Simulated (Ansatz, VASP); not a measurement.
# TaTi2Si3 in VASP and in Ansatz

```
Ti Ta Si
1.0
     4.73921    0.00000    0.00000
     0.00000    4.73921    0.00000
     0.00000    0.00000    7.22899
Ti Ta Si
2 1 3
Cartesian
  0.0000 2.3696 3.6145
  2.3696 0.0000 3.6145
  0.0000 0.0000 0.0000
  0.0000 0.0000 4.7969
  0.0000 0.0000 2.4321
  2.3696 2.3696 3.6145
```

Alike in both runs: functional PBE; k mesh 6 × 6 × 2; occupations gaussian, width 0.1 eV; no spin polarisation.

Ansatz relaxed the structure, and its values are those at the end. VASP's run is a single point on that final structure, the one shown.

```csv
,VASP,Ansatz
version,VASP 6.6.1,Ansatz 0.2.0
potentials or method,"VASP PAW PBE potentials, release 64 (Ti_sv, Ta_pv, Si), cutoff 520 eV","scalar-relativistic, plane waves, PAW"
valence electrons in the cell,47,49
```

|  | VASP | Ansatz | Ansatz less VASP |
| --- | --- | --- | --- |
| gap on the k mesh at the Fermi level (eV) | none | none | - |
| pressure (GPa) | 0.0 | 0.0 | +0.01 |
| rms of the force components (eV/Å) | 0.004 | 0.000 | -0.0039 |

A gap of «none» marks a metal or a gap that the smearing closes. VASP's potentials hold 47 valence electrons a cell and Ansatz's 49, so a difference there can come from the potentials and not from the codes.

The k mesh is coarse, so the values compare programs but aren't converged. Spin-orbit coupling is off throughout.
